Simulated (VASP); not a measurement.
# Na3Cl (P4/mmm) in VASP: notebook

Runs on Na3Cl. Level: PBEsol. Tasks: single point.

All numbers are computed with VASP 6.6.1; they aren't measurements. Logs are shortened: lines on timing, memory, paths and dates and some standing lists are left out, and cuts for length are marked.

## (1) The cell of the first run

It takes space group P4/mmm (No. 123, tetragonal). The conventional cell has a = 3.415 Å, b = 3.415 Å, c = 9.293 Å, α = 90.00°, β = 90.00°, γ = 90.00°. Within 3.8 Å of Cl (site symmetry 4/mmm) lie 8 Na at 2.91 Å and 4 Cl at 3.42 Å. Within 3.9 Å of Na (site symmetry 4mm) lie 4 Cl at 2.91 Å and 9 Na at 3.24 to 3.87 Å. Na (site symmetry 4/mmm) has 16 Na at 3.42 to 4.83 Å and 2 Cl at 4.65 Å within 4.9 Å.

## (2) Single point, PBEsol (27.10 Å³/atom)

Contents of INCAR:

```
  PREC = Accurate
  ENCUT = 520
  EDIFF = 1E-6
  ISMEAR = -1
  SIGMA = 0.05
  LREAL = F
  LASPH = T
  NELM = 80
  ALGO = Normal
  ISIF = 2
  LWAVE = F
  LCHARG = F
  GGA = PS
  NBANDS = 22
```

Contents of KPOINTS:

```
Automatic mesh
0
Gamma
  8 8 3
```

Contents of POSCAR:

```
Na3Cl
1.0
    3.4152450257      0.0000000000      0.0000000000
    0.0000000000      3.4152450257      0.0000000000
    0.0000000000      0.0000000000      9.2932993532
Cl Na
1 3
Direct
    0.0000000000      0.0000000000      0.0000000000
    0.5000000000      0.5000000000      0.1743329800
    0.5000000000      0.5000000000      0.8256670200
    0.0000000000      0.0000000000      0.5000000000
```

Potentials or basis: VASP PAW PBE potentials, release 64 (Cl, Na_pv).

The run is started by

```sh
> cat potpaw_PBE.64/Cl/POTCAR potpaw_PBE.64/Na_pv/POTCAR > POTCAR
> mpirun -np 1 vasp_std > vasp.out
```

OUTCAR:

```text
PREC = Accurate
   ENCUT = 520
   EDIFF = 1E-6
   ISMEAR = -1
   LREAL = F
   LASPH = T
   NELM = 80
   ISIF = 2
   GGA = PS

 ion  position               nearest neighbor table
   1  0.000  0.000  0.000-
   2  0.500  0.500  0.174-
   3  0.500  0.500  0.826-
   4  0.000  0.000  0.500-

  LATTYP: Found a simple tetragonal cell.
 ALAT       =     3.4152450257
 C/A-ratio  =     2.7211222865

  Lattice vectors:

 A1 = (   3.4152450257,   0.0000000000,   0.0000000000)
 A2 = (   0.0000000000,   3.4152450257,   0.0000000000)
 A3 = (   0.0000000000,   0.0000000000,   9.2932993532)

Analysis of symmetry for initial positions (statically):
=====================================================================
 Subroutine PRICEL returns:
 Original cell was already a primitive cell.

 Routine SETGRP: Setting up the symmetry group for a
 simple tetragonal supercell.

 Subroutine GETGRP returns: Found 16 space group operations
 (whereof 16 operations were pure point group operations)
 out of a pool of 16 trial point group operations.

The static configuration has the point symmetry D_4h.

Analysis of symmetry for dynamics (positions and initial velocities):
=====================================================================
 Subroutine PRICEL returns:
 Original cell was already a primitive cell.

 Routine SETGRP: Setting up the symmetry group for a
 simple tetragonal supercell.

 Subroutine GETGRP returns: Found 16 space group operations
 (whereof 16 operations were pure point group operations)
 out of a pool of 16 trial point group operations.

The dynamic configuration has the point symmetry D_4h.

 Subroutine INISYM returns: Found 16 space group operations
 (whereof 16 operations are pure point group operations),
 and found     1 'primitive' translations

----------------------------------------------------------------------------------------

                                     Primitive cell

  volume of cell :     108.3961

  direct lattice vectors                    reciprocal lattice vectors
     3.415245026  0.000000000  0.000000000     0.292804760  0.000000000  0.000000000
     0.000000000  3.415245026  0.000000000     0.000000000  0.292804760  0.000000000
     0.000000000  0.000000000  9.293299353     0.000000000  0.000000000  0.107604411

  length of vectors
     3.415245026  3.415245026  9.293299353     0.292804760  0.292804760  0.107604411

  position of ions in fractional coordinates (direct lattice)
     0.000000000  0.000000000  0.000000000
     0.500000000  0.500000000  0.174332980
     0.500000000  0.500000000  0.825667020
     0.000000000  0.000000000  0.500000000

  ion indices of the primitive-cell ions
   primitive index   ion index
                 1           1
                 2           2
                 3           3
                 4           4

----------------------------------------------------------------------------------------

 KPOINTS: Automatic mesh

Automatic generation of k-mesh.
 Grid dimensions read from file:
 generate k-points for:    8    8    3

 Generating k-lattice:

  Cartesian coordinates                     Fractional coordinates (reciprocal lattice)
     0.036600595  0.000000000  0.000000000     0.125000000  0.000000000  0.000000000
     0.000000000  0.036600595  0.000000000     0.000000000  0.125000000  0.000000000
     0.000000000  0.000000000  0.035868137     0.000000000  0.000000000  0.333333333

  Length of vectors
     0.036600595  0.036600595  0.035868137

  Shift w.r.t. Gamma in fractional coordinates (k-lattice)
     0.000000000  0.000000000  0.000000000

 Subroutine IBZKPT returns following result:
 ===========================================

 Found     30 irreducible k-points:

 Following reciprocal coordinates:
            Coordinates               Weight
  0.000000  0.000000  0.000000      1.000000
  0.125000  0.000000  0.000000      4.000000
  0.250000  0.000000  0.000000      4.000000
  0.375000  0.000000  0.000000      4.000000
  0.500000  0.000000  0.000000      2.000000
  0.125000  0.125000  0.000000      4.000000
[... 16 lines left out ...]
  0.375000  0.125000  0.333333     16.000000
  0.500000  0.125000  0.333333      8.000000
 [... further k-points ...]
   k-points           NKPTS =     30   k-points in BZ     NKDIM =     30   number of bands    NBANDS=     22
   number of dos      NEDOS =    301   number of ions     NIONS =      4
   total plane-waves  NPLWV =  54880
   dimension x,y,z NGX =    28 NGY =   28 NGZ =   70
   dimension x,y,z NGXF=    56 NGYF=   56 NGZF=  140
   ions per type =               1   3
   NGX,Y,Z   is equivalent  to a cutoff of  13.63, 13.63, 12.52 a.u.
   NGXF,Y,Z  is equivalent  to a cutoff of  27.26, 27.26, 25.04 a.u.
 SYSTEM =  unknown system
   PREC   = accura    normal or accurate (medium, high low for compatibility)
   ISTART =      0    job   : 0-new  1-cont  2-samecut
   ICHARG =      2    charge: 1-file 2-atom 10-const
   ISPIN  =      1    spin polarized calculation?
   LNONCOLLINEAR =      F non collinear calculations
   LSORBIT =      F    spin-orbit coupling
   LASPH  =      T    aspherical Exc in radial PAW
   ENCUT  =  520.0 eV  38.22 Ry    6.18 a.u.   6.35  6.35 17.28*2*pi/ulx,y,z
   NELM   =     80;   NELMIN=  2; NELMDL= -5     # of ELM steps
   EDIFF  = 0.1E-05   stopping-criterion for ELM
   LREAL  =      F    real-space projection
   EDIFFG = 0.1E-04   stopping-criterion for IOM
   NSW    =      0    number of steps for IOM
   IBRION =     -1    ionic relax: 0-MD 1-quasi-New 2-CG
   NFREE  =      0    steps in history (QN), initial steepest desc. (CG)
   ISIF   =      2    stress and relaxation
   ISYM   =      2    0-nonsym 1-usesym 2-fastsym
   POTIM  = 0.5000    time-step for ionic-motion
   TEBEG  =    0.0;   TEEND  =   0.0 temperature during run
   PSTRESS=    0.0 pullay stress
   NELECT =      28.0000    total number of electrons
   NUPDOWN=      -1.0000    fix difference up-down
   EMIN   =  10.00;   EMAX   =-10.00  energy-range for DOS
   EFERMI =   0.00;   METHOD = LEGACY
   ISMEAR =    -1;   SIGMA  =   0.05  broadening in eV -4-tet -1-fermi 0-gaus
   EFERMI_NEDOS =   21; number of points for ismear=-14 and -15
   IALGO  =     38    algorithm
   IMIX   =      4    mixing-type and parameters
     AMIX     =   0.40;   BMIX     =  1.00
     AMIX_MAG =   1.60;   BMIX_MAG =  1.00
  volume/ion in A,a.u.               =      27.10       182.87
  Fermi-wavevector in a.u.,A,eV,Ry     =   1.042613  1.970252 14.790090  1.087041
  Thomas-Fermi vector in A             =   2.177285
   LORBIT       =      0    0 simple, 1 ext, 2 COOP (PROOUT), +10 PAW based schemes
   GGA     = PS    functional components
   LHFCALC =     F    Hartree Fock is set to
   AEXX    =    0.0000 exact exchange contribution
   IVDW    =     0    specifies the selected vdW correction
   LEPSILON=     F    determine dielectric tensor
   LRPA    =     F    only Hartree local field effects (RPA)
 non-spin polarized calculation
  energy-cutoff  :      520.00
  volume of cell :      108.40
 maximum number of plane-waves:      2944
 NGX is ok and might be reduce to    28
   NGX = 13   NGY = 13   NGZ = 35

 number of electron      28.0000027 magnetization

 Free energy of the ion-electron system (eV)
  ---------------------------------------------------
  ext. energy  EPLUGINS =         0.00000000
  ---------------------------------------------------
  free energy    TOTEN  =        -9.29519340 eV

  energy without entropy =       -9.28988533  energy(sigma->0) =       -9.29253936

 E-fermi :   2.1421     XC(G=0):  -7.5235

 val. band max:        2.0472987834   @ k =   0.2500   0.0000   0.0000
 cond. band min:       2.2045062276   @ k =   0.2500   0.1250   0.0000
 fundamental gap:      0.1572074442
 Fermi energy:         2.1421033132

 k-point     1 :       0.0000    0.0000    0.0000
  band No.  band energies     occupation
      1     -23.2286      2.00000
      2     -23.1925      2.00000
      3     -23.1925      2.00000
      4     -23.1879      2.00000
      5     -23.1879      2.00000
      6     -23.1817      2.00000
[... 14 lines left out ...]
     21      10.9852      0.00000
     22      11.0283      0.00000

 k-point     2 :       0.1250    0.0000    0.0000
  band No.  band energies     occupation
      1     -23.2273      2.00000
      2     -23.2003      2.00000
      3     -23.1950      2.00000
      4     -23.1918      2.00000
      5     -23.1872      2.00000
      6     -23.1809      2.00000
[... 14 lines left out ...]
     21       9.0811      0.00000
     22      11.0804      0.00000

 k-point     3 :       0.2500    0.0000    0.0000
  band No.  band energies     occupation
      1     -23.2257      2.00000
      2     -23.2175      2.00000
      3     -23.2122      2.00000
      4     -23.1900      2.00000
      5     -23.1857      2.00000
      6     -23.1791      2.00000
[... 14 lines left out ...]
     21       8.5554      0.00000
     22      10.9692      0.00000

 k-point     4 :       0.3750    0.0000    0.0000
  band No.  band energies     occupation
      1     -23.2400      2.00000
      2     -23.2294      2.00000
      3     -23.2187      2.00000
      4     -23.1883      2.00000
      5     -23.1842      2.00000
      6     -23.1772      2.00000
[... 14 lines left out ...]
     21       8.0806      0.00000
     22      10.3445      0.00000

 k-point     5 :       0.5000    0.0000    0.0000
  band No.  band energies     occupation
      1     -23.2476      2.00000
      2     -23.2365      2.00000
      3     -23.2174      2.00000
      4     -23.1876      2.00000
      5     -23.1835      2.00000
      6     -23.1765      2.00000
[... 417 lines left out ...]
 k-point    22 :       0.2500    0.1250    0.3333
  band No.  band energies     occupation
      1     -23.2242      2.00000
      2     -23.2166      2.00000
      3     -23.2114      2.00000
      4     -23.1975      2.00000
      5     -23.1926      2.00000
      6     -23.1784      2.00000
[... 14 lines left out ...]
     21       8.7990      0.00000
     22       9.3227      0.00000

 k-point    23 :       0.3750    0.1250    0.3333
  band No.  band energies     occupation
      1     -23.2384      2.00000
      2     -23.2283      2.00000
      3     -23.2177      2.00000
      4     -23.1955      2.00000
      5     -23.1909      2.00000
      6     -23.1766      2.00000
[... 14 lines left out ...]
     21       8.7525      0.00000
     22       9.1261      0.00000

 k-point    24 :       0.5000    0.1250    0.3333
  band No.  band energies     occupation
      1     -23.2460      2.00000
      2     -23.2353      2.00000
      3     -23.2164      2.00000
      4     -23.1946      2.00000
      5     -23.1902      2.00000
      6     -23.1759      2.00000
[... 14 lines left out ...]
     21       8.3010      0.00000
     22       9.5318      0.00000

 [... further k-points ...]

------------------------ aborting loop because EDIFF is reached ----------------------------------------

  FORCE on cell =-STRESS in cart. coord.  units (eV):
  Direction    XX          YY          ZZ          XY          YZ          ZX
  --------------------------------------------------------------------------------------
  -------------------------------------------------------------------------------------
  Total        0.7949414      0.7949414      0.6880776      0.0000000     -0.0000000      0.0000000
  in kB       11.7498426     11.7498426     10.1703142      0.0000000     -0.0000000      0.0000000
  external PRESSURE =      11.2233331 kB  Pullay stress =       0.0000000 kB

 VOLUME and BASIS-vectors are now :
 -----------------------------------------------------------------------------
  energy-cutoff  :      520.00
  volume of cell :      108.40
      direct lattice vectors                 reciprocal lattice vectors
     3.415245026  0.000000000  0.000000000     0.292804760  0.000000000  0.000000000
     0.000000000  3.415245026  0.000000000     0.000000000  0.292804760  0.000000000
     0.000000000  0.000000000  9.293299353     0.000000000  0.000000000  0.107604411

 POSITION                                       TOTAL-FORCE (eV/Angst)
 -----------------------------------------------------------------------------------
      0.00000      0.00000      0.00000         0.000000     -0.000000      0.000000
      1.70762      1.70762      1.62013         0.000000      0.000000      0.160825
      1.70762      1.70762      7.67317         0.000000      0.000000     -0.160825
      0.00000      0.00000      4.64665         0.000000     -0.000000      0.000000
 -----------------------------------------------------------------------------------
    total drift:                                0.000000      0.000000      0.000000

  FREE ENERGIE OF THE ION-ELECTRON SYSTEM (eV)
  ---------------------------------------------------
  free  energy   TOTEN  =        -9.2951933961 eV

  energy  without entropy=       -9.2898853318  energy(sigma->0) =       -9.29253936
```

It took 75 s on 1 thread of Intel Xeon 8259CL, shared host; peak memory 0.24 GiB.

What came out:

* Free energy: -9.2952 eV
* Pressure: 1.1 GPa
* Largest force: 0.161 eV/Å
* Band gap on the k mesh: zero (bands 14 and 15 overlap by 3.53 eV)

Forces in eV/Å, atoms in the order of the input:
```
Cl   0.000  0.000  0.000
Na   0.000  0.000  0.161
Na   0.000  0.000 -0.161
Na   0.000  0.000  0.000
```

Caveat: the PAW data sets were made with another functional, which shifts forces and pressure a little.

## (3) Single point, PBEsol (27.68 Å³/atom)

This run uses another cell than the first one, of 27.68 Å³/atom.

Contents of INCAR:

```
SYSTEM = Na3Cl
ALGO = Normal
EDIFF = 1E-6
ENCUT = 520
GGA = PS
ISIF = 2
ISMEAR = -1
LASPH = .True.
LCHARG = .True.
LELF = .True.
LREAL = .False.
LVHAR = .True.
LWAVE = .False.
NBANDS = 22
NELM = 80
PREC = Accurate
SIGMA = 0.05
```

Contents of KPOINTS:

```
k-points
0
Gamma
  8 8 3
  0 0 0
```

Contents of POSCAR:

```
Na3Cl
1.0
    3.4392968394      0.0000000000      0.0000000000
    0.0000000000      3.4392968394      0.0000000000
    0.0000000000      0.0000000000      9.3587472796
Cl Na
1 3
Direct
    0.0000000000      0.0000000000      0.0000000000
    0.5000000000      0.5000000000      0.1743329800
    0.5000000000      0.5000000000      0.8256670200
    0.0000000000      0.0000000000      0.5000000000
```

Potentials or basis: VASP PAW PBE potentials, release 64 (Cl, Na_pv).

The run is started by

```sh
> cat potpaw_PBE.64/Cl/POTCAR potpaw_PBE.64/Na_pv/POTCAR > POTCAR
> mpirun -np 1 vasp_std > vasp.out
```

OUTCAR:

```text
SYSTEM = Na3Cl
   EDIFF = 1E-6
   ENCUT = 520
   GGA = PS
   ISIF = 2
   ISMEAR = -1
   LASPH = .True.
   LREAL = .False.
   NELM = 80
   PREC = Accurate

 ion  position               nearest neighbor table
   1  0.000  0.000  0.000-
   2  0.500  0.500  0.174-
   3  0.500  0.500  0.826-
   4  0.000  0.000  0.500-

  LATTYP: Found a simple tetragonal cell.
 ALAT       =     3.4392968394
 C/A-ratio  =     2.7211222865

[... 794 lines left out ...]

  FORCE on cell =-STRESS in cart. coord.  units (eV):
  Direction    XX          YY          ZZ          XY          YZ          ZX
  --------------------------------------------------------------------------------------
  -------------------------------------------------------------------------------------
  Total        0.5477589      0.5477589      0.4675882      0.0000000      0.0000000      0.0000000
  in kB        7.9276235      7.9276235      6.7673259      0.0000000      0.0000000      0.0000000
  external PRESSURE =       7.5408576 kB  Pullay stress =       0.0000000 kB

 VOLUME and BASIS-vectors are now :
 -----------------------------------------------------------------------------
  energy-cutoff  :      520.00
  volume of cell :      110.70
      direct lattice vectors                 reciprocal lattice vectors
     3.439296839  0.000000000  0.000000000     0.290757107  0.000000000  0.000000000
     0.000000000  3.439296839  0.000000000     0.000000000  0.290757107  0.000000000
     0.000000000  0.000000000  9.358747280     0.000000000  0.000000000  0.106851908

 POSITION                                       TOTAL-FORCE (eV/Angst)
 -----------------------------------------------------------------------------------
      0.00000      0.00000      0.00000         0.000000     -0.000000      0.000000
      1.71965      1.71965      1.63154         0.000000      0.000000      0.129897
      1.71965      1.71965      7.72721        -0.000000      0.000000     -0.129897
      0.00000      0.00000      4.67937         0.000000     -0.000000      0.000000
 -----------------------------------------------------------------------------------
    total drift:                                0.000000      0.000000      0.000000

  FREE ENERGIE OF THE ION-ELECTRON SYSTEM (eV)
  ---------------------------------------------------
  free  energy   TOTEN  =        -9.3090552349 eV

  energy  without entropy=       -9.3037127519  energy(sigma->0) =       -9.30638399
```

Wall time 89 s (1 thread of Intel Xeon 8259CL, shared host); peak memory 0.24 GiB.

What came out:

- Free energy: -9.3091 eV
- Pressure: 0.8 GPa
- Largest force: 0.130 eV/Å
- Band gap on the k mesh: zero (bands 14 and 15 overlap by 3.53 eV)

Forces in eV/Å, atoms in the order of the input:
```
Cl   0.000  0.000  0.000
Na   0.000  0.000  0.130
Na   0.000  0.000 -0.130
Na   0.000  0.000  0.000
```

Stress tensor (GPa, compression positive):
```
0.79 0.00 0.00
0.00 0.79 0.00
0.00 0.00 0.68
```

Levels at points of the mesh, in eV from the Fermi level:
| k point | band 11 | band 12 | band 13 | band 14 | band 15 | band 16 | band 17 | band 18 |
| --- | --- | --- | --- | --- | --- | --- | --- | --- |
| (0.00, 0.00, 0.00) | -6.17 | -4.38 | -4.38 | -2.91 | -0.67 | 0.73 | 3.31 | 5.03 |
| (0.50, 0.00, 0.00) | -6.85 | -5.50 | -4.11 | 0.25 | 0.30 | 1.18 | 2.07 | 3.84 |
| (0.50, 0.50, 0.00) | -6.25 | -6.25 | -5.09 | 2.10 | 3.07 | 3.07 | 3.27 | 3.27 |

Caveat: the PAW data sets were made with another functional, which shifts forces and pressure a little.

[end of part 1 of 2]

The gap in the log of VASP goes by the Fermi energy; the results here count the filled bands.